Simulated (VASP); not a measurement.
**CdAu: vibrations by perturbation theory with LDA**

Crystal: CdAu.

```
Cd Au
1.0
     3.25748    0.00000    0.00000
     0.00000    3.25748    0.00000
     0.00000    0.00000    3.25748
Cd Au
1 1
Cartesian
  1.6287 1.6287 1.6287
  0.0000 0.0000 0.0000
```

| Item | Value |
| --- | --- |
| Program | VASP 6.6.1 |
| Task | vibrations by perturbation theory |
| Functional | LDA |
| Potentials or basis | VASP PAW LDA potentials, release 64 (Cd, Au) |
| Cutoff | 520 eV |
| k mesh | 14 × 14 × 14 |
| Occupations | fermi-dirac, width 0.15 eV |
| Spin | no spin polarisation |
| Dipole correction | no |
| Further INCAR settings | ALGO = Normal; EDIFF = 1e-08; NBANDS = 18; IBRION = 8; NSW = 1 |

```json
{
  "Highest phonon frequency at Γ": "140 cm⁻¹"
}
```

Phonon frequencies in cm⁻¹ (negative: imaginary):
```tsv
q point	frequencies
(0.000, 0.000, 0.000)	0 0 0 140 140 140
```

Run time: 2.6 min on 1 thread of AMD EPYC 9R45 96-Core Processor (Zen 5), on a shared host, peak memory 0.43 GiB.

Caveat: the cell stands under pressure or tension, which shifts response properties.
